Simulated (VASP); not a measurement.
Here is a VASP 6.6.1 calculation.

File INCAR:

```
SYSTEM = SnTe
PREC = Accurate
ENCUT = 500
EDIFF = 1E-6
ISMEAR = 0
SIGMA = 0.01
LREAL = .False.
LASPH = .True.
NELM = 120
ALGO = Normal
ISIF = 2
LWAVE = .False.
LCHARG = .False.
GGA = PE
NBANDS = 17
GGA_COMPAT = .False.
```

File KPOINTS:

```
regular mesh
0
Gamma
  5 5 5
  0 0 0
```

POSCAR

```
SnTe
1.0
    0.0000000000      3.2053863015      3.2053863015
    3.2053863015      0.0000000000      3.2053863015
    3.2053863015      3.2053863015      0.0000000000
Sn Te
1 1
Direct
    0.0000000000      0.0000000000      0.0000000000
    0.5000000000      0.5000000000      0.5000000000
```

Potentials or basis: VASP PAW PBE potentials, release 64 (Sn_d, Te).

Run with:

```console
$ cat potpaw_PBE.64/Sn_d/POTCAR potpaw_PBE.64/Te/POTCAR > POTCAR
$ mpirun -np 1 vasp_std > vasp.out
```

**Question.** Estimate the pressure.

**Answer.** -0.1 GPa.
